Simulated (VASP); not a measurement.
# NbSi (rocksalt type) (Fm-3m) in VASP: notebook, part 2 of 2

VASP 6.6.1. Earlier steps stand in the parts before.

### 3 Electric field gradients, PBE (18.07 Å³/atom)

INCAR reads:

```
PREC = Accurate
ENCUT = 520
EDIFF = 1E-8
ISMEAR = -1
SIGMA = 0.05
LREAL = F
LASPH = T
NELM = 60
ALGO = Normal
ISIF = 2
LWAVE = F
LCHARG = F
GGA = PE
LEFG = T
NBANDS = 16
```

KPOINTS reads:

```
regular mesh
0
Gamma
  14 14 14
```

POSCAR reads:

```
NbSi
1.0
    0.0000000000      2.6241277260      2.6241277260
    2.6241277260      0.0000000000      2.6241277260
    2.6241277260      2.6241277260      0.0000000000
Nb Si
1 1
Direct
    0.0000000000      0.0000000000      0.0000000000
    0.5000000000      0.5000000000      0.5000000000
```

Potentials or basis: VASP PAW PBE potentials, release 64 (Nb_sv, Si).

The run is started by

```console
$ cat potpaw_PBE.64/Nb_sv/POTCAR potpaw_PBE.64/Si/POTCAR > POTCAR
$ mpirun -np 1 vasp_std > vasp.out
```

OUTCAR:

```text
PREC = Accurate
   ENCUT = 520
   EDIFF = 1E-8
   ISMEAR = -1
   LREAL = F
   LASPH = T
   NELM = 60
   ISIF = 2
   GGA = PE

 ion  position               nearest neighbor table
   1  0.000  0.000  0.000-   2 2.62   2 2.62   2 2.62   2 2.62   2 2.62   2 2.62
   2  0.500  0.500  0.500-   1 2.62   1 2.62   1 2.62   1 2.62   1 2.62   1 2.62

  LATTYP: Found a face centered cubic cell.
 ALAT       =     5.2482554520

  Lattice vectors:

 A1 = (   0.0000000000,   2.6241277260,   2.6241277260)
 A2 = (   2.6241277260,   0.0000000000,   2.6241277260)
 A3 = (   2.6241277260,   2.6241277260,   0.0000000000)

Analysis of symmetry for initial positions (statically):
=====================================================================
 Subroutine PRICEL returns:
 Original cell was already a primitive cell.

 Routine SETGRP: Setting up the symmetry group for a
 face centered cubic supercell.

 Subroutine GETGRP returns: Found 48 space group operations
 (whereof 48 operations were pure point group operations)
 out of a pool of 48 trial point group operations.

The static configuration has the point symmetry O_h .

Analysis of symmetry for dynamics (positions and initial velocities):
=====================================================================
 Subroutine PRICEL returns:
 Original cell was already a primitive cell.

 Routine SETGRP: Setting up the symmetry group for a
 face centered cubic supercell.

 Subroutine GETGRP returns: Found 48 space group operations
 (whereof 48 operations were pure point group operations)
 out of a pool of 48 trial point group operations.

The dynamic configuration has the point symmetry O_h .

 Subroutine INISYM returns: Found 48 space group operations
 (whereof 48 operations are pure point group operations),
 and found     1 'primitive' translations

----------------------------------------------------------------------------------------

                                     Primitive cell

  volume of cell :      36.1397

  direct lattice vectors                    reciprocal lattice vectors
     0.000000000  2.624127726  2.624127726    -0.190539506  0.190539506  0.190539506
     2.624127726  0.000000000  2.624127726     0.190539506 -0.190539506  0.190539506
     2.624127726  2.624127726  0.000000000     0.190539506  0.190539506 -0.190539506

  length of vectors
     3.711077020  3.711077020  3.711077020     0.330024105  0.330024105  0.330024105

  position of ions in fractional coordinates (direct lattice)
     0.000000000  0.000000000  0.000000000
     0.500000000  0.500000000  0.500000000

  ion indices of the primitive-cell ions
   primitive index   ion index
                 1           1
                 2           2

----------------------------------------------------------------------------------------

 KPOINTS: regular mesh

Automatic generation of k-mesh.
 Grid dimensions read from file:
 generate k-points for:   14   14   14

 Generating k-lattice:

[... 68 lines left out ...]
   ISYM   =      2    0-nonsym 1-usesym 2-fastsym
   POTIM  = 0.5000    time-step for ionic-motion
   TEBEG  =    0.0;   TEEND  =   0.0 temperature during run
   PSTRESS=    0.0 pullay stress
   NELECT =      17.0000    total number of electrons
   NUPDOWN=      -1.0000    fix difference up-down
   EMIN   =  10.00;   EMAX   =-10.00  energy-range for DOS
   EFERMI =   0.00;   METHOD = LEGACY
   ISMEAR =    -1;   SIGMA  =   0.05  broadening in eV -4-tet -1-fermi 0-gaus
   EFERMI_NEDOS =   21; number of points for ismear=-14 and -15
   IALGO  =     38    algorithm
   IMIX   =      4    mixing-type and parameters
     AMIX     =   0.40;   BMIX     =  1.00
     AMIX_MAG =   1.60;   BMIX_MAG =  1.00
  volume/ion in A,a.u.               =      18.07       121.94
  Fermi-wavevector in a.u.,A,eV,Ry     =   1.273199  2.405997 22.055517  1.621035
  Thomas-Fermi vector in A             =   2.406035
   LORBIT       =      0    0 simple, 1 ext, 2 COOP (PROOUT), +10 PAW based schemes
   GGA     = PE    functional components
   LHFCALC =     F    Hartree Fock is set to
   AEXX    =    0.0000 exact exchange contribution
   IVDW    =     0    specifies the selected vdW correction
   LEPSILON=     F    determine dielectric tensor
   LRPA    =     F    only Hartree local field effects (RPA)
 non-spin polarized calculation
  energy-cutoff  :      520.00
  volume of cell :       36.14
 maximum number of plane-waves:       990
   NGX = 13   NGY = 13   NGZ = 13

 number of electron      16.9999998 magnetization

 Free energy of the ion-electron system (eV)
  ---------------------------------------------------
  ext. energy  EPLUGINS =         0.00000000
  ---------------------------------------------------
  free energy    TOTEN  =       -16.04463627 eV

  energy without entropy =      -16.03140281  energy(sigma->0) =      -16.03801954

 E-fermi :   9.5545     XC(G=0): -11.3232

 val. band max:        9.5479279611   @ k =   0.2857   0.2143   0.0000
 cond. band min:       9.5693738995   @ k =   0.2857   0.1429   0.0714
 fundamental gap:      0.0214459384
 Fermi energy:         9.5544790896

 k-point     1 :       0.0000    0.0000    0.0000
  band No.  band energies     occupation
      1     -45.8787      2.00000
      2     -21.8856      2.00000
      3     -21.8856      2.00000
      4     -21.8856      2.00000
      5      -0.8500      2.00000
      6       8.4022      2.00000
[... 433 lines left out ...]
      3     -21.9076      2.00000
      4     -21.9053      2.00000
      5       0.3562      2.00000
      6       6.2927      2.00000
[... 8 lines left out ...]
     15      18.8838      0.00000
     16      19.5590      0.00000

 [... further k-points ...]

------------------------ aborting loop because EDIFF is reached ----------------------------------------

  FORCE on cell =-STRESS in cart. coord.  units (eV):
  Direction    XX          YY          ZZ          XY          YZ          ZX
  --------------------------------------------------------------------------------------
  -------------------------------------------------------------------------------------
  Total       -1.7838466     -1.7838466     -1.7838466      0.0000000     -0.0000000      0.0000000
  in kB      -79.0830105    -79.0830105    -79.0830105      0.0000000     -0.0000000      0.0000000
  external PRESSURE =     -79.0830105 kB  Pullay stress =       0.0000000 kB

 VOLUME and BASIS-vectors are now :
 -----------------------------------------------------------------------------
  energy-cutoff  :      520.00
  volume of cell :       36.14
      direct lattice vectors                 reciprocal lattice vectors
     0.000000000  2.624127726  2.624127726    -0.190539506  0.190539506  0.190539506
     2.624127726  0.000000000  2.624127726     0.190539506 -0.190539506  0.190539506
     2.624127726  2.624127726  0.000000000     0.190539506  0.190539506 -0.190539506

 POSITION                                       TOTAL-FORCE (eV/Angst)
 -----------------------------------------------------------------------------------
      0.00000      0.00000      0.00000         0.000000      0.000000      0.000000
      2.62413      2.62413      2.62413         0.000000      0.000000     -0.000000
 -----------------------------------------------------------------------------------
    total drift:                               -0.000000      0.000000      0.000000

  FREE ENERGIE OF THE ION-ELECTRON SYSTEM (eV)
  ---------------------------------------------------
  free  energy   TOTEN  =       -16.0446362651 eV

  energy  without entropy=      -16.0314028148  energy(sigma->0) =      -16.03801954

 Electric field gradients (V/A^2)
---------------------------------------------------------------------
 ion       V_xx      V_yy      V_zz      V_xy      V_xz      V_yz
---------------------------------------------------------------------
   1      -0.000    -0.000    -0.000    -0.000    -0.000    -0.000
   2       0.000    -0.000    -0.000    -0.000    -0.000    -0.000
---------------------------------------------------------------------

 Electric field gradients after diagonalization (V/A^2)
 (convention: |V_zz| > |V_xx| > |V_yy|)
----------------------------------------------------------------------
 ion       V_xx      V_yy      V_zz     asymmetry (V_yy - V_xx)/ V_zz
----------------------------------------------------------------------
   1       0.000     0.000    -0.000       0.000
   2       0.000     0.000    -0.000       0.000
----------------------------------------------------------------------

           NMR quadrupolar parameters

 Cq : quadrupolar parameter    Cq=e*Q*V_zz/h
 eta: asymmetry parameters     (V_yy - V_xx)/ V_zz
 Q  : nuclear electric quadrupole moment in mb (millibarn)
----------------------------------------------------------------------
 ion       Cq(MHz)       eta       Q (mb)
----------------------------------------------------------------------
   1      -0.000       0.000       1.000
   2      -0.000       0.000       1.000
----------------------------------------------------------------------
```

It took 100 s on 1 thread of Intel Xeon 8259CL, shared host; peak memory 0.2 GiB.

What came out:

```
Free energy                             : -16.0446 eV
Pressure                                : -7.9 GPa
Band gap on the k mesh                  : zero (an odd number of electrons rules out a gap without spin polarisation)
Largest electric field gradient by atom : zero within the noise of the run
```

Levels at points of the mesh, in eV from the Fermi level:
```
           k point  band 4  band 5  band 6  band 7  band 8  band 9  band 10  band 11  band 12  band 13
(0.00, 0.00, 0.00)  -31.44  -10.40   -1.15   -1.15   -1.15   -0.69    -0.69     2.23     2.23     2.23
(0.50, 0.00, 0.00)  -31.46   -7.23   -5.67   -3.05   -3.05    1.15     1.15     2.24     4.27     6.71
(0.50, 0.50, 0.00)  -31.50   -8.22   -3.44   -2.93   -0.07   -0.07     0.29     1.75     1.75     2.73
```

Caveat: the cell stands under tension.
